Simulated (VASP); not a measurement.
Input of a VASP 6.6.1 run:

INCAR

```
SYSTEM = Cu
PREC = Accurate
ENCUT = 520
EDIFF = 1E-6
ISMEAR = 0
SIGMA = 0.1
LREAL = .FALSE.
LASPH = .TRUE.
NELM = 80
ALGO = Normal
ISIF = 2
LWAVE = .FALSE.
LCHARG = .FALSE.
GGA = CA
NBANDS = 18
```

KPOINTS

```
Automatic mesh
0
G
  14 14 13
  0 0 0
```

File POSCAR:

```
Cu
1.0
    1.2184600000     -3.9763800000      0.0000000000
    1.2184600000      3.9763800000      0.0000000000
    0.0000000000      0.0000000000      2.4755000000
Cu
2
Direct
    0.1338700000      0.8661300000      0.2500000000
    0.8661300000      0.1338700000      0.7500000000
```

Potentials or basis: VASP PAW LDA potentials, release 64 (Cu).

Launch:

```sh
$ cat potpaw_LDA.64/Cu/POTCAR > POTCAR
$ mpirun -np 1 vasp_std > vasp.out
```

Task: Estimate the band gap on the k mesh.

Result: Zero (band 11 reaches 10.79 eV, above the bottom of band 12 at 5.47 eV).

Task: What does it give for the pressure?

Result: -6.5 GPa.

Task: What does it give for the largest force?

Result: 0.042 eV/Å.

Forces on the atoms (eV/Å):
```
Cu   0.000 -0.042  0.000
Cu   0.000  0.042  0.000
```
